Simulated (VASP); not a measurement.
# Sr2V3O8 in VASP: single point with PBEsol

Aim: the single point of Sr2V3O8 with PBEsol.

Everything below comes from runs of VASP 6.6.1. Logs are shortened: lines on timing, memory, paths and dates and some standing lists are left out, and cuts for length are marked.

## Step 1: The cell of the first run

The cell holds a slab with vacuum, 13 atoms: a = 3.810 Å, b = 3.810 Å, c = 22.621 Å, α = 90.00°, β = 90.00°, γ = 90.00°.

## Step 2: Single point, PBEsol, collinear spin, ferromagnetic start

Input file INCAR:

```
SYSTEM = Sr2V3O8
PREC     = Accurate       ! precision mode
ENCUT    = 520            ! plane-wave cutoff, eV
EDIFF    = 1E-7           ! SCF threshold, eV
ISMEAR   = 0              ! smearing method
SIGMA    = 0.1            ! smearing width, eV
LREAL    = .FALSE.        ! projectors in reciprocal space
LASPH    = .TRUE.         ! aspherical terms in the spheres
NELM     = 150            ! most SCF steps
ALGO     = Normal         ! electronic algorithm
ISIF     = 2              ! what is computed and relaxed
LWAVE    = .FALSE.        ! write WAVECAR
LCHARG   = .FALSE.        ! write CHGCAR
ISPIN    = 2              ! spin polarisation
MAGMOM   = 0.22 0.22 0.22 0 0 0 0 0 0 0 0 0 0 ! initial moments
LORBIT   = 11             ! projections on sites
LMAXMIX  = 4              ! l up to which the mixer works
LDIPOL   = .TRUE.       
IDIPOL   = 3            
DIPOL    = 0.5 0.5 0.500
GGA      = PS             ! functional
NBANDS   = 70             ! bands
```

Input file KPOINTS:

```
Automatic mesh
0
G
  1 1 1
  0 0 0
```

Input file POSCAR:

```
Sr2V3O8
1.0
    3.8103207671      0.0000000000      0.0000000000
    0.0000000000      3.8103207671      0.0000000000
    0.0000000000      0.0000000000     22.6206415342
V O Sr
3 8 2
Direct
    0.0000000000      0.0000000000      0.3315555834
    0.0000000000      0.0000000000      0.5000000000
    0.0000000000      0.0000000000      0.6684444166
    0.5000000000      0.0000000000      0.3315555834
    0.0000000000      0.5000000000      0.3315555834
    0.0000000000      0.0000000000      0.4157777917
    0.5000000000      0.0000000000      0.5000000000
    0.0000000000      0.5000000000      0.5000000000
    0.0000000000      0.0000000000      0.5842222083
    0.5000000000      0.0000000000      0.6684444166
    0.0000000000      0.5000000000      0.6684444166
    0.5000000000      0.5000000000      0.4157777917
    0.5000000000      0.5000000000      0.5842222083
```

Potentials or basis: VASP PAW PBE potentials, release 64 (V_sv, O, Sr_sv).

Started as:

```sh
> cat potpaw_PBE.64/V_sv/POTCAR potpaw_PBE.64/O/POTCAR potpaw_PBE.64/Sr_sv/POTCAR > POTCAR
> mpirun -np 1 vasp_gam > vasp.out
```

OUTCAR:

```text
SYSTEM = Sr2V3O8
   PREC = Accurate
   ENCUT = 520
   EDIFF = 1E-7
   ISMEAR = 0
   LREAL = .FALSE.
   LASPH = .TRUE.
   NELM = 150
   ISIF = 2
   ISPIN = 2
   LORBIT = 11
   GGA = PS

 ion  position               nearest neighbor table
   1  0.000  0.000  0.332-   6 1.91   5 1.91   4 1.91   5 1.91   4 1.91  12 3.30  12 3.30  12 3.30
                            12 3.30
   2  0.000  0.000  0.500-   6 1.91   9 1.91   8 1.91   7 1.91   8 1.91   7 1.91  12 3.30  12 3.30
                            13 3.30  13 3.30  12 3.30  13 3.30  12 3.30  13 3.30
   3  0.000  0.000  0.668-   9 1.91  10 1.91  11 1.91  11 1.91  10 1.91  13 3.30  13 3.30  13 3.30
                            13 3.30
   4  0.500  0.000  0.332-   1 1.91   1 1.91  12 2.69  12 2.69
   5  0.000  0.500  0.332-   1 1.91   1 1.91  12 2.69  12 2.69
   6  0.000  0.000  0.416-   2 1.91   1 1.91  12 2.69  12 2.69  12 2.69  12 2.69
   7  0.500  0.000  0.500-   2 1.91   2 1.91  13 2.69  12 2.69  13 2.69  12 2.69
   8  0.000  0.500  0.500-   2 1.91   2 1.91  13 2.69  12 2.69  12 2.69  13 2.69
   9  0.000  0.000  0.584-   2 1.91   3 1.91  13 2.69  13 2.69  13 2.69  13 2.69
  10  0.500  0.000  0.668-   3 1.91   3 1.91  13 2.69  13 2.69
  11  0.000  0.500  0.668-   3 1.91   3 1.91  13 2.69  13 2.69
  12  0.500  0.500  0.416-   7 2.69   8 2.69   7 2.69   8 2.69   4 2.69   4 2.69   5 2.69   5 2.69
                             6 2.69   6 2.69   6 2.69   6 2.69   2 3.30   2 3.30   2 3.30   2 3.30
  13  0.500  0.500  0.584-   7 2.69   8 2.69   7 2.69   8 2.69  10 2.69  10 2.69  11 2.69  11 2.69
                             9 2.69   9 2.69   9 2.69   9 2.69   2 3.30   2 3.30   2 3.30   2 3.30

  LATTYP: Found a simple tetragonal cell.
 ALAT       =     3.8103207671
 C/A-ratio  =     5.9366764419

  Lattice vectors:

 A1 = (   3.8103207671,   0.0000000000,   0.0000000000)
 A2 = (   0.0000000000,   3.8103207671,   0.0000000000)
 A3 = (   0.0000000000,   0.0000000000,  22.6206415342)

Analysis of symmetry for initial positions (statically):
=====================================================================
 Subroutine PRICEL returns:
 Original cell was already a primitive cell.

 Routine SETGRP: Setting up the symmetry group for a
 simple tetragonal supercell.

 Subroutine GETGRP returns: Found 16 space group operations
 (whereof 16 operations were pure point group operations)
 out of a pool of 16 trial point group operations.

The static configuration has the point symmetry D_4h.

Analysis of symmetry for dynamics (positions and initial velocities):
=====================================================================
 Subroutine PRICEL returns:
 Original cell was already a primitive cell.

 Routine SETGRP: Setting up the symmetry group for a
 simple tetragonal supercell.

 Subroutine GETGRP returns: Found 16 space group operations
 (whereof 16 operations were pure point group operations)
 out of a pool of 16 trial point group operations.

The dynamic configuration has the point symmetry D_4h.

Analysis of structural, dynamic, and magnetic symmetry:
=====================================================================
 Subroutine PRICEL returns:
 Original cell was already a primitive cell.

 Routine SETGRP: Setting up the symmetry group for a
 simple tetragonal supercell.

 Subroutine GETGRP returns: Found 16 space group operations
 (whereof 16 operations were pure point group operations)
 out of a pool of 16 trial point group operations.

The overall configuration has the point symmetry D_4h.

 Subroutine INISYM returns: Found 16 space group operations
 (whereof 16 operations are pure point group operations),
 and found     1 'primitive' translations

----------------------------------------------------------------------------------------

                                     Primitive cell

  volume of cell :     328.4188

  direct lattice vectors                    reciprocal lattice vectors
     3.810320767  0.000000000  0.000000000     0.262445096  0.000000000  0.000000000
     0.000000000  3.810320767  0.000000000     0.000000000  0.262445096  0.000000000
     0.000000000  0.000000000 22.620641534     0.000000000  0.000000000  0.044207411

  length of vectors
     3.810320767  3.810320767 22.620641534     0.262445096  0.262445096  0.044207411

  position of ions in fractional coordinates (direct lattice)
[... 88 lines left out ...]
   NELECT =     107.0000    total number of electrons
   NUPDOWN=      -1.0000    fix difference up-down
   EMIN   =  10.00;   EMAX   =-10.00  energy-range for DOS
   EFERMI =   0.00;   METHOD = LEGACY
   ISMEAR =     0;   SIGMA  =   0.10  broadening in eV -4-tet -1-fermi 0-gaus
   EFERMI_NEDOS =   21; number of points for ismear=-14 and -15
   IALGO  =     38    algorithm
   IMIX   =      4    mixing-type and parameters
     AMIX     =   0.40;   BMIX     =  1.00
     AMIX_MAG =   1.60;   BMIX_MAG =  1.00
  volume/ion in A,a.u.               =      25.26       170.48
  Fermi-wavevector in a.u.,A,eV,Ry     =   1.126488  2.128755 17.265471  1.268976
  Thomas-Fermi vector in A             =   2.263171
   LORBIT       =     11    0 simple, 1 ext, 2 COOP (PROOUT), +10 PAW based schemes
   GGA     = PS    functional components
   LHFCALC =     F    Hartree Fock is set to
   AEXX    =    0.0000 exact exchange contribution
   IVDW    =     0    specifies the selected vdW correction
   LEPSILON=     F    determine dielectric tensor
   LRPA    =     F    only Hartree local field effects (RPA)
 spin polarized calculation
 Gauss-broadening in eV      SIGMA  =   0.10
  energy-cutoff  :      520.00
  volume of cell :      328.42
 maximum number of plane-waves:      4375
   NGX = 15   NGY = 15   NGZ = 85

 number of electron     106.9999957 magnetization       0.3518710

 number of electron     106.9999950 magnetization      -3.0000882

 dipolmoment           0.000000      0.000000     -0.000000 electrons x Angstroem

 Free energy of the ion-electron system (eV)
  ---------------------------------------------------
  ext. energy  EPLUGINS =         0.00000000
  ---------------------------------------------------
  free energy    TOTEN  =       -80.36534816 eV

  energy without entropy =      -80.24751058  energy(sigma->0) =      -80.30642937

 E-fermi :  -1.2242     XC(G=0):  -5.7454

 val. band max:       -1.2418036246   @ k =   0.0000   0.0000   0.0000
 cond. band min:      -1.2106980275   @ k =   0.0000   0.0000   0.0000
 fundamental gap:      0.0311055971
 Fermi energy:        -1.2241574737

 spin component 1

 k-point     1 :       0.0000    0.0000    0.0000
  band No.  band energies     occupation
      1     -64.8948      1.00000
      2     -64.5694      1.00000
      3     -64.5694      1.00000
      4     -39.3127      1.00000
      5     -38.9035      1.00000
      6     -38.9028      1.00000
[... 57 lines left out ...]
     64       1.9638      0.00000
     65       2.1520      0.00000
 Fermi energy:        -1.2241574737

 spin component 2

 k-point     1 :       0.0000    0.0000    0.0000
  band No.  band energies     occupation
      1     -66.5904      1.00000
      2     -66.5293      1.00000
      3     -66.5293      1.00000
      4     -40.6800      1.00000
      5     -40.6218      1.00000
      6     -40.6187      1.00000
[... 57 lines left out ...]
     64       1.0776      0.00000
     65       1.1472      0.00000
 [bands above 65 left out]

------------------------ aborting loop because EDIFF is reached ----------------------------------------

 vacuum level on the upper side and lower side of the slab       (xc-potential included)         0.003         0.003

  FORCE on cell =-STRESS in cart. coord.  units (eV):
  Direction    XX          YY          ZZ          XY          YZ          ZX
  --------------------------------------------------------------------------------------
  -------------------------------------------------------------------------------------
  Total       53.4377109     53.4377109    -33.6996291      0.0000000     -0.0000000      0.0000000
  in kB      260.6936396    260.6936396   -164.4022323      0.0000000     -0.0000000      0.0000000
  external PRESSURE =     118.9950156 kB  Pullay stress =       0.0000000 kB

 VOLUME and BASIS-vectors are now :
 -----------------------------------------------------------------------------
  energy-cutoff  :      520.00
  volume of cell :      328.42
      direct lattice vectors                 reciprocal lattice vectors
     3.810320767  0.000000000  0.000000000     0.262445096  0.000000000  0.000000000
     0.000000000  3.810320767  0.000000000     0.000000000  0.262445096  0.000000000
     0.000000000  0.000000000 22.620641534     0.000000000  0.000000000  0.044207411

 POSITION                                       TOTAL-FORCE (eV/Angst)
 -----------------------------------------------------------------------------------
      0.00000      0.00000      7.50000         0.000000      0.000000      5.774727
      0.00000      0.00000     11.31032         0.000000      0.000000     -0.000000
      0.00000      0.00000     15.12064         0.000000     -0.000000     -5.774727
      1.90516      0.00000      7.50000         0.000000      0.000000     -0.249578
      0.00000      1.90516      7.50000         0.000000     -0.000000     -0.249578
      0.00000      0.00000      9.40516         0.000000      0.000000     -1.722743
      1.90516      0.00000     11.31032         0.000000      0.000000     -0.000000
      0.00000      1.90516     11.31032         0.000000      0.000000     -0.000000
      0.00000      0.00000     13.21548        -0.000000     -0.000000      1.722743
      1.90516      0.00000     15.12064        -0.000000     -0.000000      0.249578
      0.00000      1.90516     15.12064         0.000000      0.000000      0.249578
      1.90516      1.90516      9.40516         0.000000      0.000000     -0.032164
      1.90516      1.90516     13.21548         0.000000      0.000000      0.032164
 -----------------------------------------------------------------------------------
    total drift:                               -0.000000      0.000000      0.000000

  FREE ENERGIE OF THE ION-ELECTRON SYSTEM (eV)
  ---------------------------------------------------
  free  energy   TOTEN  =       -80.3653481634 eV

  energy  without entropy=      -80.2475105775  energy(sigma->0) =      -80.30642937

 vacuum level on the upper side and lower side of the slab         4.541         4.541

 total charge

# of ion       s       p       d       tot
------------------------------------------
    1        2.142   6.537   2.624  11.303
    2        2.168   6.602   2.639  11.409
    3        2.142   6.537   2.624  11.303
    4        1.515   3.516   0.000   5.031
    5        1.515   3.516   0.000   5.031
    6        1.572   3.409   0.000   4.981
    7        1.500   3.612   0.000   5.112
    8        1.500   3.612   0.000   5.112
    9        1.572   3.409   0.000   4.981
   10        1.515   3.516   0.000   5.031
   11        1.515   3.516   0.000   5.031
   12        2.001   5.786   0.220   8.007
   13        2.001   5.786   0.220   8.007
--------------------------------------------------
tot         22.659  59.353   8.328  90.340

 magnetization (x)

# of ion       s       p       d       tot
------------------------------------------
    1       -0.011  -0.026  -1.938  -1.975
    2       -0.007  -0.018  -1.689  -1.714
    3       -0.011  -0.026  -1.938  -1.975
    4        0.015   0.476   0.000   0.491
    5        0.015   0.476   0.000   0.491
    6        0.006   0.245   0.000   0.251
    7        0.010   0.234   0.000   0.244
    8        0.010   0.234   0.000   0.244
    9        0.006   0.245   0.000   0.251
   10        0.015   0.476   0.000   0.491
   11        0.015   0.476   0.000   0.491
   12       -0.001   0.005  -0.021  -0.018
   13       -0.001   0.005  -0.021  -0.018
--------------------------------------------------
tot          0.062   2.800  -5.607  -2.745
```

Wall time 5.9 min (1 thread of Intel Xeon 8259CL, shared host); peak memory 0.47 GiB.

What came out:

- Free energy: -80.3653 eV
- Largest force: 5.775 eV/Å
- Net moment: -3.00 μB per cell
- Site moments: V -1.98, -1.71 (each value once); O +0.49, +0.25, +0.24 (each value once); Sr -0.02 μB
- Valence electrons inside the program's atomic spheres: V 11.30, 11.41 (each value once); O 5.03, 4.98, 5.11 (each value once); Sr 8.01

Forces on the atoms (eV/Å):
```
V    0.000  0.000  5.775
V    0.000  0.000  0.000
V    0.000  0.000 -5.775
O    0.000  0.000 -0.250
O    0.000  0.000 -0.250
O    0.000  0.000 -1.723
O    0.000  0.000  0.000
O    0.000  0.000  0.000
O    0.000  0.000  1.723
O    0.000  0.000  0.250
O    0.000  0.000  0.250
Sr   0.000  0.000 -0.032
Sr   0.000  0.000  0.032
```

Levels at points of the mesh, in eV from the Fermi level:
Spin up:
```csv
k point,band 49,band 50,band 51,band 52,band 53,band 54,band 55,band 56
"(0.00, 0.00, 0.00)",-1.02,-1.02,-0.48,-0.48,1.21,1.21,1.70,1.89
```
Spin down:
```tsv
k point	band 53	band 54	band 55	band 56	band 57	band 58
(0.00, 0.00, 0.00)	-0.14	-0.02	-0.02	0.01	0.01	0.29
```

Caveat: the k points lie up to 1.65 Å⁻¹ apart; the PAW data sets were made with another functional, which shifts forces and pressure a little.
